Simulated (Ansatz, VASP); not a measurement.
One calculation of BaHfO3, two programs

```xyz
5
Lattice="4.1470 0.0000 0.0000 0.0000 4.1470 0.0000 0.0000 0.0000 4.1470" Properties=species:S:1:pos:R:3 pbc="T T T"
Ba    0.0000    0.0000    0.0000
Hf    2.0735    2.0735    2.0735
O     2.0735    2.0735    0.0000
O     0.0000    2.0735    2.0735
O     2.0735    0.0000    2.0735
```

Alike in both runs: task single point; functional PBEsol; k mesh 6 × 6 × 6; occupations gaussian, width 0.02 eV; no spin polarisation.

|  | VASP | Ansatz |
| --- | --- | --- |
| version | VASP 6.6.1 | Ansatz 0.2.0 |
| potentials or method | VASP PAW PBE potentials, release 64 (Ba_sv, Hf_pv, O), cutoff 600 eV | scalar-relativistic, plane waves, PAW |
| valence electrons in the cell | 38 | 54 |

Ansatz gave:

| Property | Result |
| --- | --- |
| gap on the k mesh at the Fermi level (eV) | 3.60 |
| least direct gap on the mesh (eV) | 3.67 |
| pressure (GPa) | 1.4 |

Q: What did VASP give for the same quantities?

A: gap on the k mesh at the Fermi level (eV): 3.51; least direct gap on the mesh (eV): 3.70; pressure (GPa): 0.8.

VASP's potentials were made for PBE, not for PBEsol, and Ansatz warns of the same on its side. VASP's potentials hold 38 valence electrons a cell and Ansatz's 54, so a difference there can come from the potentials and not from the codes.

Spin-orbit coupling is off throughout.
